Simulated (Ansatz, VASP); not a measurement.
InSb in VASP and in Ansatz

File INCAR:

```
  PREC = Accurate
  ENCUT = 520
  EDIFF = 1E-7
  ISMEAR = 0
  SIGMA = 0.4
  LREAL = False
  LASPH = True
  NELM = 80
  ALGO = Normal
  ISIF = 2
  LWAVE = False
  LCHARG = False
  GGA = PE
  NBANDS = 16
```

The input KPOINTS:

```
regular mesh
0
Gamma
  7 7 4
```

File POSCAR:

```
InSb
1.0
    3.0766560000      0.0000000000      0.0000000000
    0.0000000000      3.0766560000      0.0000000000
    0.0000000000      0.0000000000      6.2154700000
In Sb
1 1
Direct
    0.0000000000      0.0000000000      0.0000000000
    0.0000000000      0.0000000000      0.5000000000
```

Input for Ansatz:

```yaml
crystal:
  lattice:
    - [3.076656, 0.0, 0.0]
    - [0.0, 3.076656, 0.0]
    - [0.0, 0.0, 6.21547]
  atoms:
    - { symbol: In, position: [0.0, 0.0, 0.0] }
    - { symbol: Sb, position: [0.0, 0.0, 0.5] }
basis:
  ecutwfc: 420
kpoints:
  mp_grid: { grid: [7, 7, 4] }
hamiltonian:
  xc: pbe
scf:
  occupations: { method: gaussian, width: 0.4 }
output:
  forces: true
  stress: true
  eigenvalues: true
```

Alike in both runs: task single point; functional PBE; k mesh 7 × 7 × 4; occupations gaussian, width 0.4 eV; no spin polarisation.

|  | VASP | Ansatz |
| --- | --- | --- |
| version | VASP 6.6.1 | Ansatz 0.2.0 |
| potentials or method | VASP PAW PBE potentials, release 64 (In_d, Sb), cutoff 520 eV | scalar-relativistic, plane waves, PAW |
| valence electrons in the cell | 18 | 28 |

```csv
,VASP,Ansatz,Ansatz less VASP
gap on the k mesh at the Fermi level (eV),none,none,-
pressure (GPa),0.6,0.6,+0.03
"traceless stress, the component that is largest in VASP (GPa)",-0.11,-0.11,-0.004
```

A gap of «none» marks a metal or a gap that the smearing closes. The functional is the same, so the differences come from potentials, cutoffs and numerics. VASP's potentials hold 18 valence electrons a cell and Ansatz's 28, so a difference there can come from the potentials and not from the codes.

Neither program's run includes spin-orbit coupling.
